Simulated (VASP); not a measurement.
# Te (Im-3m) in VASP: further runs, part 2 of 2

VASP 6.6.1. The steps go on from the part before.

## Step 4: Single point, PBE (volume scaled by 1.08)

File INCAR:

```
ALGO = Normal
EDIFF = 1E-7
ENCUT = 520
GGA = PE
ISIF = 2
ISMEAR = -1
LASPH = T
LCHARG = F
LREAL = F
LWAVE = F
NBANDS = 9
NELM = 60
PREC = Accurate
SIGMA = 0.1
```

File KPOINTS:

```
k-points
0
Gamma
  13 13 13
```

File POSCAR:

```
Te
1.0
   -1.9747252945      1.9747252945      1.9747252945
    1.9747252945     -1.9747252945      1.9747252945
    1.9747252945      1.9747252945     -1.9747252945
Te
1
Direct
    0.0000000000      0.0000000000      0.0000000000
```

Potentials or basis: VASP PAW PBE potentials, release 64 (Te).

The run is started by

```sh
cat potpaw_PBE.64/Te/POTCAR > POTCAR
mpirun -np 1 vasp_std > vasp.out
```

OUTCAR:

```text
EDIFF = 1E-7
   ENCUT = 520
   GGA = PE
   ISIF = 2
   ISMEAR = -1
   LASPH = T
   LREAL = F
   NELM = 60
   PREC = Accurate

 ion  position               nearest neighbor table
   1  0.000  0.000  0.000-

  LATTYP: Found a body centered cubic cell.
 ALAT       =     3.9494505890

  Lattice vectors:

 A1 = (  -1.9747252945,   1.9747252945,   1.9747252945)
 A2 = (   1.9747252945,  -1.9747252945,   1.9747252945)
 A3 = (   1.9747252945,   1.9747252945,  -1.9747252945)

[... 456 lines left out ...]
  band No.  band energies     occupation
      1      -4.8880      2.00000
      2       3.7435      2.00000
      3       6.7845      1.18379
      4       7.9457      0.00003
      5      14.2616      0.00000
      6      14.7198      0.00000
      7      18.5414      0.00000
      8      18.6189      0.00000
      9      19.6169      0.00000

 [... further k-points ...]
[... 5 lines left out ...]
  --------------------------------------------------------------------------------------
  -------------------------------------------------------------------------------------
  Total       -0.6944748     -0.6944748     -0.6944748     -0.0000000     -0.0000000      0.0000000
  in kB      -36.1232646    -36.1232646    -36.1232646     -0.0000000     -0.0000000      0.0000000
  external PRESSURE =     -36.1232646 kB  Pullay stress =       0.0000000 kB

 VOLUME and BASIS-vectors are now :
 -----------------------------------------------------------------------------
  energy-cutoff  :      520.00
  volume of cell :       30.80
      direct lattice vectors                 reciprocal lattice vectors
    -1.974725295  1.974725295  1.974725295     0.000000000  0.253199775  0.253199775
     1.974725295 -1.974725295  1.974725295     0.253199775  0.000000000  0.253199775
     1.974725295  1.974725295 -1.974725295     0.253199775  0.253199775  0.000000000

 POSITION                                       TOTAL-FORCE (eV/Angst)
 -----------------------------------------------------------------------------------
      0.00000      0.00000      0.00000        -0.000000     -0.000000     -0.000000
 -----------------------------------------------------------------------------------
    total drift:                                0.000000      0.000000      0.000000

  FREE ENERGIE OF THE ION-ELECTRON SYSTEM (eV)
  ---------------------------------------------------
  free  energy   TOTEN  =        -2.8245995090 eV

  energy  without entropy=       -2.7991619474  energy(sigma->0) =       -2.81188073
```

stdout:

```text
POSCAR found type information on POSCAR Te
 POSCAR found :  1 types and       1 ions
 scaLAPACK will be used
 LDA part: xc-table for (Slater+PW92), standard interpolation
 POSCAR, INCAR and KPOINTS ok, starting setup
 FFT: planning ... GRIDC
 FFT: planning ... GRID_SOFT
 FFT: planning ... GRID
 WAVECAR not read
 entering main loop
```

It took 40 s on 1 thread of Intel Xeon 6975P-C, shared host; peak memory 0.17 GiB.

Results:

* Free energy: -2.8246 eV
* Pressure: -3.6 GPa
* Band gap on the k mesh: zero (band 3 reaches 9.37 eV, above the bottom of band 4 at 4.16 eV)

Levels at points of the mesh, in eV from the Fermi level:
```tsv
k point	band 1	band 2	band 3	band 4	band 5	band 6
(0.00, 0.00, 0.00)	-13.30	2.55	2.55	2.55	8.88	9.68
```

Caveat: the cell differs from its parent crystal (volume scaled by 1.08); spin-orbit coupling is left out, which moves the levels of the heavy elements.

## Step 5: Single point, PBE (volume scaled by 1.12)

File INCAR:

```
SYSTEM = Te
PREC = Accurate ; ENCUT = 520
EDIFF = 1E-6 ; ISMEAR = -1
SIGMA = 0.1 ; LREAL = .FALSE.
LASPH = .TRUE. ; NELM = 60
ALGO = Normal ; ISIF = 2
LWAVE = .FALSE. ; LCHARG = .FALSE.
GGA = PE ; NBANDS = 9
```

File KPOINTS:

```
regular mesh
0
G
  13 13 13
  0 0 0
```

File POSCAR:

```
Te
1.0
   -1.9988096840      1.9988096840      1.9988096840
    1.9988096840     -1.9988096840      1.9988096840
    1.9988096840      1.9988096840     -1.9988096840
Te
1
Direct
    0.0000000000      0.0000000000      0.0000000000
```

The run is started by

```sh
cat potpaw_PBE.64/Te/POTCAR > POTCAR
mpirun -np 1 vasp_std > vasp.out
```

It took 31 s on 1 thread of Intel Xeon 6975P-C, shared host; peak memory 0.17 GiB.

Results (log left out):

```
Free energy            : -2.7944 eV
Pressure               : -4.8 GPa
Band gap on the k mesh : zero (band 3 reaches 8.74 eV, above the bottom of band 4 at 3.82 eV)
```

Levels at points of the mesh, in eV from the Fermi level:
```csv
k point,band 1,band 2,band 3,band 4,band 5,band 6
"(0.00, 0.00, 0.00)",-13.05,2.38,2.38,2.38,8.50,9.61
```

Caveat: the cell differs from its parent crystal (volume scaled by 1.12); spin-orbit coupling is left out, which moves the levels of the heavy elements.

## Step 6: Relaxation of cell and atoms, PBE

This run uses another cell than the first one, of 28.84 Å³/atom, 1.011 times its volume.

File INCAR:

```
  PREC = Accurate
  ENCUT = 600
  EDIFF = 1E-6
  ISMEAR = -1
  SIGMA = 0.1
  LREAL = F
  LASPH = T
  NELM = 100
  ALGO = Normal
  ISIF = 3
  LWAVE = F
  LCHARG = F
  GGA = PE
  IBRION = 2
  NSW = 80
  EDIFFG = -0.01
```

File KPOINTS:

```
Automatic mesh
0
Gamma
  11 11 11
```

File POSCAR:

```
Te
1.0
   -1.9317963558      1.9317963558      1.9317963558
    1.9317963558     -1.9317963558      1.9317963558
    1.9317963558      1.9317963558     -1.9317963558
Te
1
Direct
    0.0000000000      0.0000000000      0.0000000000
```

Potentials or basis: VASP PAW PBE potentials, release 64 (Te).

The run is started by

```sh
cat potpaw_PBE.64/Te/POTCAR > POTCAR
mpirun -np 1 vasp_std > vasp.out
```

Wall time 45 s (1 thread of Intel Xeon 6975P-C, shared host); peak memory 0.16 GiB.

Results (log left out):

```
Free energy                            : -2.8349 eV
Relaxed volume                         : 28.47 Å³/atom
Relaxed cell                           : a = 3.332 Å, b = 3.332 Å, c = 3.332 Å, α = 109.47°, β = 109.47°, γ = 109.47°
Space group after relaxing (to 0.05 Å) : Im-3m (No. 229)
Energy gained by relaxing              : 0.8 meV/atom
Ionic steps                            : 3
Pressure after relaxing                : 0.0 GPa
Band gap on the k mesh                 : zero (band 3 reaches 10.82 eV, above the bottom of band 4 at 4.98 eV)
```

The path:
```tsv
step	energy change (eV)	largest force (eV/Å)	pressure (GPa)	volume (Å³)
1	0.0000	0.0000	-0.67	28.84
2	-0.0007	0.0000	0.26	28.34
3	-0.0008	0.0000	0.01	28.47
```

Final structure:
```
CELL_PARAMETERS angstrom
-1.92359 1.92359 1.92359
1.92359 -1.92359 1.92359
1.92359 1.92359 -1.92359
ATOMIC_POSITIONS crystal
Te 0.00000 0.00000 0.00000
```

Levels at points of the mesh, in eV from the Fermi level:
```tsv
k point	band 1	band 2	band 3	band 4	band 5	band 6
(0.00, 0.00, 0.00)	-13.94	2.90	2.90	2.90	9.73	9.80
```

Caveat: spin-orbit coupling is left out, which moves the levels of the heavy elements.

## Step 7: Overview

| task | cell | k mesh | cutoff (eV) | gap on the mesh (eV) | pressure (GPa) |
| --- | --- | --- | --- | --- | --- |
| single point | a = 3.334 Å, angles 109.5°, 1 atom | 13 × 13 × 13 | 520 | none | -0.1 |
| single point | a = 3.378 Å, angles 109.5°, 1 atom | 13 × 13 × 13 | 520 | none | -2.1 |
| single point | a = 3.420 Å, angles 109.5°, 1 atom | 13 × 13 × 13 | 520 | none | -3.6 |
| single point | a = 3.462 Å, angles 109.5°, 1 atom | 13 × 13 × 13 | 520 | none | -4.8 |
| relaxation of cell and atoms | relaxed from a = 3.346 Å, angles 109.5°, 1 atom | 11 × 11 × 11 | 600 | none | 0.0 |

Alike in all rows: level PBE; potentials or basis VASP PAW PBE potentials, release 64 (Te); no spin polarisation; smearing fermi-dirac 0.1 eV.

Caveats: spin-orbit coupling is left out, which moves the levels of the heavy elements.

Absolute energies hang on the potentials; compare differences alone.
